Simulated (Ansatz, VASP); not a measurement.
**One calculation of Y, two programs**

```
CELL_PARAMETERS angstrom
3.59810 0.00000 0.00000
-1.79905 3.11605 0.00000
0.00000 0.00000 5.65315
ATOMIC_POSITIONS crystal
Y 0.66667 0.33333 0.75000
Y 0.33333 0.66667 0.25000
```

Change from the starting cell: volume scaled by 0.96.

Alike in both runs: task single point; functional LDA; k mesh 8 × 8 × 5; occupations fermi-dirac, width 0.05 eV; no spin polarisation.

```csv
,VASP,Ansatz
version,VASP 6.6.1,Ansatz 0.2.0
potentials or method,"VASP PAW LDA potentials, release 64 (Y_sv), cutoff 520 eV","all-electron LAPW, scalar-relativistic"
```

VASP gave:

| Property | Result |
| --- | --- |
| gap on the k mesh at the Fermi level (eV) | none |
| pressure (GPa) | -2.5 |
| traceless stress, the component that is largest in VASP (GPa) | -0.23 |

**Question.** Estimate Ansatz's values.

**Answer.** gap on the k mesh at the Fermi level (eV): none; pressure (GPa): -2.4; traceless stress, the component that is largest in VASP (GPa): -0.25.

LDA's correlation is that of Perdew and Zunger in VASP and of Perdew and Wang (1992) in Ansatz. A gap of «none» marks a metal or a gap that the smearing closes. Ansatz ran all-electron here, and VASP with PAW potentials.
